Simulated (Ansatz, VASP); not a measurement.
## LaNbF2 in VASP and in Ansatz

```
CELL_PARAMETERS angstrom
4.00000 0.00000 0.00000
0.00000 4.00000 0.00000
0.00000 0.00000 8.40000
ATOMIC_POSITIONS crystal
La 0.50000 0.00000 0.84000
La 0.00000 0.50000 0.16000
Nb 0.50000 0.50000 0.50000
Nb 0.00000 0.00000 0.50000
F 0.50000 0.50000 0.00000
F 0.00000 0.00000 0.00000
F 0.50000 0.00000 0.34000
F 0.00000 0.50000 0.66000
```

Alike in both runs: task relaxation of cell and atoms; functional PBE; k mesh 4 × 4 × 2; occupations gaussian, width 0.2 eV; no spin polarisation.

|  | VASP | Ansatz |
| --- | --- | --- |
| version | VASP 6.6.1 | Ansatz 0.2.0 |
| potentials or method | VASP PAW PBE potentials, release 64 (La, Nb_sv, F), cutoff 600 eV | scalar-relativistic, plane waves, PAW |
| valence electrons in the cell | 76 | 76 |

```csv
,VASP,Ansatz,Ansatz less VASP
"gap on the k mesh at the Fermi level, each at its own relaxed structure (eV)",none,none,-
relaxed volume (Å³/atom),17.41,17.62,+0.206
relaxed length of the cell vector where the two differ most in proportion (Å),10.188,10.278,+0.0904
```

A gap of «none» marks a metal or a gap that the smearing closes.

The k mesh is coarse, so the values compare programs but aren't converged. Spin-orbit coupling is off throughout.
